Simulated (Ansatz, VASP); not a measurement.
**Two plane-wave programs on Sr**

File INCAR:

```
SYSTEM = Sr
ALGO = Normal
EDIFF = 1E-6
ENCUT = 520
GGA = CA
ISIF = 2
ISMEAR = 0
LASPH = .TRUE.
LCHARG = .FALSE.
LREAL = .FALSE.
LWAVE = .FALSE.
NBANDS = 11
NELM = 60
PREC = Accurate
SIGMA = 0.15
```

The input KPOINTS:

```
k-points
0
G
  14 14 14
  0 0 0
```

File POSCAR:

```
Sr
1.0
   -2.3522500000      2.3522500000      2.3522500000
    2.3522500000     -2.3522500000      2.3522500000
    2.3522500000      2.3522500000     -2.3522500000
Sr
1
Direct
    0.0000000000      0.0000000000      0.0000000000
```

Input for Ansatz:

```yaml
crystal:
  lattice:
    - [-2.35225, 2.35225, 2.35225]
    - [2.35225, -2.35225, 2.35225]
    - [2.35225, 2.35225, -2.35225]
  atoms:
    - { symbol: Sr, position: [0.0, 0.0, 0.0] }
basis:
  ecutwfc: 420
kpoints:
  mp_grid: { grid: [14, 14, 14] }
hamiltonian:
  xc: lda
scf:
  occupations: { method: gaussian, width: 0.15 }
output:
  forces: true
  stress: true
  eigenvalues: true
```

Change from the starting cell: strain -0.030 along x and y, -0.030 along z, atoms carried along.

Alike in both runs: task single point; functional LDA; k mesh 14 × 14 × 14; occupations gaussian, width 0.15 eV; no spin polarisation.

|  | VASP | Ansatz |
| --- | --- | --- |
| version | VASP 6.6.1 | Ansatz 0.2.0 |
| potentials or method | VASP PAW LDA potentials, release 64 (Sr_sv), cutoff 520 eV | scalar-relativistic, plane waves, PAW |
| valence electrons in the cell | 10 | 10 |

```tsv
	VASP	Ansatz	Ansatz less VASP
gap on the k mesh at the Fermi level (eV)	none	none	-
pressure (GPa)	-1.0	-1.0	0.00
```

LDA's correlation is that of Perdew and Zunger in VASP and of Perdew and Wang (1992) in Ansatz. A gap of «none» marks a metal or a gap that the smearing closes.
